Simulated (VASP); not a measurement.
# SiF2 (Fm-3m) in VASP: a series of runs

The runs below take SiF2 through single point, relaxation of cell and atoms, with PBE.

All numbers are computed with VASP 6.6.1; they aren't measurements. Logs are shortened: lines on timing, memory, paths and dates and some standing lists are left out, and cuts for length are marked.

### 1 The cell of the first run

The structure is cubic, space group Fm-3m (No. 225). The conventional cell has a = 5.433 Å, b = 5.433 Å, c = 5.433 Å, α = 90.00°, β = 90.00°, γ = 90.00°. Within 3.1 Å of Si (site symmetry m-3m) lie 8 F at 2.35 Å. Within 3.1 Å of F (site symmetry -43m) lie 4 Si at 2.35 Å and 6 F at 2.72 Å.

### 2 Single point, PBE

INCAR reads:

```
SYSTEM = SiF2
ALGO = Normal
EDIFF = 1E-7
ENCUT = 520
GGA = PE
ISIF = 2
ISMEAR = 0
LASPH = .TRUE.
LCHARG = .FALSE.
LREAL = .FALSE.
LWAVE = .FALSE.
NBANDS = 16
NELM = 60
PREC = Accurate
SIGMA = 0.1
```

KPOINTS reads:

```
k-points
0
G
  6 6 6
  0 0 0
```

POSCAR reads:

```
SiF2
1.0
    0.0000000000      2.7167401267      2.7167401267
    2.7167401267      0.0000000000      2.7167401267
    2.7167401267      2.7167401267      0.0000000000
Si F
1 2
Direct
    0.0000000000      0.0000000000      0.0000000000
    0.2500000000      0.2500000000      0.2500000000
    0.7500000000      0.7500000000      0.7500000000
```

Potentials or basis: VASP PAW PBE potentials, release 64 (Si, F).

On the command line:

```bash
$ cat potpaw_PBE.64/Si/POTCAR potpaw_PBE.64/F/POTCAR > POTCAR
$ mpirun -np 1 vasp_std > vasp.out
```

OUTCAR:

```text
SYSTEM = SiF2
   EDIFF = 1E-7
   ENCUT = 520
   GGA = PE
   ISIF = 2
   ISMEAR = 0
   LASPH = .TRUE.
   LREAL = .FALSE.
   NELM = 60
   PREC = Accurate

 ion  position               nearest neighbor table
   1  0.000  0.000  0.000-   2 2.35   3 2.35   3 2.35   3 2.35   3 2.35   2 2.35   2 2.35   2 2.35

   2  0.250  0.250  0.250-   1 2.35   1 2.35   1 2.35   1 2.35
   3  0.750  0.750  0.750-   1 2.35   1 2.35   1 2.35   1 2.35

  LATTYP: Found a face centered cubic cell.
 ALAT       =     5.4334802534

  Lattice vectors:

 A1 = (   0.0000000000,   2.7167401267,   2.7167401267)
 A2 = (   2.7167401267,   0.0000000000,   2.7167401267)
 A3 = (   2.7167401267,   2.7167401267,   0.0000000000)

Analysis of symmetry for initial positions (statically):
=====================================================================
 Subroutine PRICEL returns:
 Original cell was already a primitive cell.

 Routine SETGRP: Setting up the symmetry group for a
 face centered cubic supercell.

 Subroutine GETGRP returns: Found 48 space group operations
 (whereof 48 operations were pure point group operations)
 out of a pool of 48 trial point group operations.

The static configuration has the point symmetry O_h .

Analysis of symmetry for dynamics (positions and initial velocities):
=====================================================================
 Subroutine PRICEL returns:
 Original cell was already a primitive cell.

 Routine SETGRP: Setting up the symmetry group for a
 face centered cubic supercell.

 Subroutine GETGRP returns: Found 48 space group operations
 (whereof 48 operations were pure point group operations)
 out of a pool of 48 trial point group operations.

The dynamic configuration has the point symmetry O_h .

 Subroutine INISYM returns: Found 48 space group operations
 (whereof 48 operations are pure point group operations),
 and found     1 'primitive' translations

----------------------------------------------------------------------------------------

                                     Primitive cell

  volume of cell :      40.1028

  direct lattice vectors                    reciprocal lattice vectors
     0.000000000  2.716740127  2.716740127    -0.184044103  0.184044103  0.184044103
     2.716740127  0.000000000  2.716740127     0.184044103 -0.184044103  0.184044103
     2.716740127  2.716740127  0.000000000     0.184044103  0.184044103 -0.184044103

  length of vectors
     3.842050733  3.842050733  3.842050733     0.318773737  0.318773737  0.318773737

  position of ions in fractional coordinates (direct lattice)
     0.000000000  0.000000000  0.000000000
     0.250000000  0.250000000  0.250000000
     0.750000000  0.750000000  0.750000000

  ion indices of the primitive-cell ions
   primitive index   ion index
                 1           1
                 2           2
                 3           3

----------------------------------------------------------------------------------------

 KPOINTS: k-points

Automatic generation of k-mesh.
 Grid dimensions read from file:
 generate k-points for:    6    6    6

 Generating k-lattice:

  Cartesian coordinates                     Fractional coordinates (reciprocal lattice)
    -0.030674017  0.030674017  0.030674017     0.166666667  0.000000000  0.000000000
     0.030674017 -0.030674017  0.030674017     0.000000000  0.166666667  0.000000000
     0.030674017  0.030674017 -0.030674017     0.000000000  0.000000000  0.166666667

  Length of vectors
     0.053128956  0.053128956  0.053128956

  Shift w.r.t. Gamma in fractional coordinates (k-lattice)
     0.000000000  0.000000000  0.000000000

 Subroutine IBZKPT returns following result:
 ===========================================

 Found     16 irreducible k-points:

 Following reciprocal coordinates:
            Coordinates               Weight
  0.000000  0.000000  0.000000      1.000000
  0.166667  0.000000  0.000000      8.000000
  0.333333  0.000000  0.000000      8.000000
  0.500000  0.000000  0.000000      4.000000
  0.166667  0.166667  0.000000      6.000000
  0.333333  0.166667  0.000000     24.000000
[... 8 lines left out ...]
 -0.333333  0.333333  0.166667     24.000000
 -0.333333  0.500000  0.166667     12.000000
   k-points           NKPTS =     16   k-points in BZ     NKDIM =     16   number of bands    NBANDS=     16
   number of dos      NEDOS =    301   number of ions     NIONS =      3
   total plane-waves  NPLWV =  27000
   dimension x,y,z NGX =    30 NGY =   30 NGZ =   30
   dimension x,y,z NGXF=    60 NGYF=   60 NGZF=   60
   ions per type =               1   2
   NGX,Y,Z   is equivalent  to a cutoff of  12.98, 12.98, 12.98 a.u.
   NGXF,Y,Z  is equivalent  to a cutoff of  25.96, 25.96, 25.96 a.u.
 SYSTEM =  SiF2
   PREC   = accura    normal or accurate (medium, high low for compatibility)
   ISTART =      0    job   : 0-new  1-cont  2-samecut
   ICHARG =      2    charge: 1-file 2-atom 10-const
   ISPIN  =      1    spin polarized calculation?
   LNONCOLLINEAR =      F non collinear calculations
   LSORBIT =      F    spin-orbit coupling
   LASPH  =      T    aspherical Exc in radial PAW
   ENCUT  =  520.0 eV  38.22 Ry    6.18 a.u.   7.14  7.14  7.14*2*pi/ulx,y,z
   NELM   =     60;   NELMIN=  2; NELMDL= -5     # of ELM steps
   EDIFF  = 0.1E-06   stopping-criterion for ELM
   LREAL  =      F    real-space projection
   EDIFFG = 0.1E-05   stopping-criterion for IOM
   NSW    =      0    number of steps for IOM
   IBRION =     -1    ionic relax: 0-MD 1-quasi-New 2-CG
   NFREE  =      0    steps in history (QN), initial steepest desc. (CG)
   ISIF   =      2    stress and relaxation
   ISYM   =      2    0-nonsym 1-usesym 2-fastsym
   POTIM  = 0.5000    time-step for ionic-motion
   TEBEG  =    0.0;   TEEND  =   0.0 temperature during run
   PSTRESS=    0.0 pullay stress
   NELECT =      18.0000    total number of electrons
   NUPDOWN=      -1.0000    fix difference up-down
   EMIN   =  10.00;   EMAX   =-10.00  energy-range for DOS
   EFERMI =   0.00;   METHOD = LEGACY
   ISMEAR =     0;   SIGMA  =   0.10  broadening in eV -4-tet -1-fermi 0-gaus
   EFERMI_NEDOS =   21; number of points for ismear=-14 and -15
   IALGO  =     38    algorithm
   IMIX   =      4    mixing-type and parameters
     AMIX     =   0.40;   BMIX     =  1.00
     AMIX_MAG =   1.60;   BMIX_MAG =  1.00
  volume/ion in A,a.u.               =      13.37        90.21
  Fermi-wavevector in a.u.,A,eV,Ry     =   1.253452  2.368680 21.376670  1.571141
  Thomas-Fermi vector in A             =   2.387304
   LORBIT       =      0    0 simple, 1 ext, 2 COOP (PROOUT), +10 PAW based schemes
   GGA     = PE    functional components
   LHFCALC =     F    Hartree Fock is set to
   AEXX    =    0.0000 exact exchange contribution
   IVDW    =     0    specifies the selected vdW correction
   LEPSILON=     F    determine dielectric tensor
   LRPA    =     F    only Hartree local field effects (RPA)
 non-spin polarized calculation
 Gauss-broadening in eV      SIGMA  =   0.10
  energy-cutoff  :      520.00
  volume of cell :       40.10
 maximum number of plane-waves:      1106
 NGX is ok and might be reduce to    30
   NGX = 15   NGY = 15   NGZ = 15

 number of electron      17.9999982 magnetization

 Free energy of the ion-electron system (eV)
  ---------------------------------------------------
  ext. energy  EPLUGINS =         0.00000000
  ---------------------------------------------------
  free energy    TOTEN  =       -13.75000612 eV

  energy without entropy =      -13.75000612  energy(sigma->0) =      -13.75000612

 E-fermi :   3.0519     XC(G=0):  -9.5529

 val. band max:        2.5190022063   @ k =  -0.3333   0.3333   0.1667
 cond. band min:       5.5359515626   @ k =   0.5000   0.5000   0.0000
 fundamental gap:      3.0169493563
 Fermi energy:         3.0518881074

 k-point     1 :       0.0000    0.0000    0.0000
  band No.  band energies     occupation
      1     -20.3806      2.00000
      2     -19.2710      2.00000
      3      -1.9822      2.00000
      4      -1.9822      2.00000
      5      -1.9822      2.00000
      6      -1.6012      2.00000
[... 8 lines left out ...]
     15      14.6726      0.00000
     16      18.3077      0.00000

 k-point     2 :       0.1667    0.0000    0.0000
  band No.  band energies     occupation
      1     -20.2950      2.00000
      2     -19.3332      2.00000
      3      -2.7828      2.00000
      4      -1.9925      2.00000
      5      -1.9645      2.00000
      6      -1.9645      2.00000
[... 8 lines left out ...]
     15      14.6203      0.00000
     16      17.9532      0.00000

 k-point     3 :       0.3333    0.0000    0.0000
  band No.  band energies     occupation
      1     -20.0685      2.00000
      2     -19.5133      2.00000
      3      -3.7926      2.00000
      4      -2.1085      2.00000
      5      -1.8824      2.00000
      6      -1.8824      2.00000
[... 8 lines left out ...]
     15      15.2792      0.00000
     16      16.9453      0.00000

 k-point     4 :       0.5000    0.0000    0.0000
  band No.  band energies     occupation
      1     -19.7852      2.00000
      2     -19.7717      2.00000
      3      -4.1568      2.00000
      4      -2.1742      2.00000
      5      -1.7769      2.00000
      6      -1.7769      2.00000
[... 8 lines left out ...]
     15      15.4863      0.00000
     16      15.8946      0.00000
[... 172 lines left out ...]
 k-point    14 :       0.5000    0.3333    0.1667
  band No.  band energies     occupation
      1     -19.9491      2.00000
      2     -19.5832      2.00000
      3      -4.5629      2.00000
      4      -2.9258      2.00000
      5      -2.2631      2.00000
      6      -1.3415      2.00000
[... 8 lines left out ...]
     15      16.4764      0.00000
     16      17.5599      0.00000

 k-point    15 :      -0.3333    0.3333    0.1667
  band No.  band energies     occupation
      1     -19.7572      2.00000
      2     -19.7537      2.00000
      3      -4.8080      2.00000
      4      -3.1224      2.00000
      5      -1.8691      2.00000
      6      -1.8595      2.00000
[... 8 lines left out ...]
     15      16.8249      0.00000
     16      17.1601      0.00000

 k-point    16 :      -0.3333    0.5000    0.1667
  band No.  band energies     occupation
      1     -19.8343      2.00000
      2     -19.6586      2.00000
      3      -5.0321      2.00000
      4      -3.2331      2.00000
      5      -2.4337      2.00000
      6      -1.1633      2.00000
[... 8 lines left out ...]
     15      16.0681      0.00000
     16      17.9892      0.00000

------------------------ aborting loop because EDIFF is reached ----------------------------------------

  FORCE on cell =-STRESS in cart. coord.  units (eV):
  Direction    XX          YY          ZZ          XY          YZ          ZX
  --------------------------------------------------------------------------------------
  -------------------------------------------------------------------------------------
  Total        0.0146660      0.0146660      0.0146660     -0.0000000     -0.0000000      0.0000000
  in kB        0.5859316      0.5859316      0.5859316     -0.0000000     -0.0000000      0.0000000
  external PRESSURE =       0.5859316 kB  Pullay stress =       0.0000000 kB

 VOLUME and BASIS-vectors are now :
 -----------------------------------------------------------------------------
  energy-cutoff  :      520.00
  volume of cell :       40.10
      direct lattice vectors                 reciprocal lattice vectors
     0.000000000  2.716740127  2.716740127    -0.184044103  0.184044103  0.184044103
     2.716740127  0.000000000  2.716740127     0.184044103 -0.184044103  0.184044103
     2.716740127  2.716740127  0.000000000     0.184044103  0.184044103 -0.184044103

 POSITION                                       TOTAL-FORCE (eV/Angst)
 -----------------------------------------------------------------------------------
      0.00000      0.00000      0.00000        -0.000000      0.000000     -0.000000
      1.35837      1.35837      1.35837        -0.000000     -0.000000     -0.000000
      4.07511      4.07511      4.07511         0.000000      0.000000      0.000000
 -----------------------------------------------------------------------------------
    total drift:                               -0.000000      0.000000      0.000000

  FREE ENERGIE OF THE ION-ELECTRON SYSTEM (eV)
  ---------------------------------------------------
  free  energy   TOTEN  =       -13.7500061184 eV

  energy  without entropy=      -13.7500061184  energy(sigma->0) =      -13.75000612
```

Wall time 16 s (1 thread of Intel Xeon Platinum 8488C (Sapphire Rapids), shared host); peak memory 0.15 GiB.

What came out:

| Quantity | Value |
| --- | --- |
| Free energy | -13.7500 eV |
| Pressure | 0.1 GPa |
| Band gap on the k mesh | 3.02 eV, indirect (least direct gap 3.30 eV) |

(Continued in part 2 of 2.)
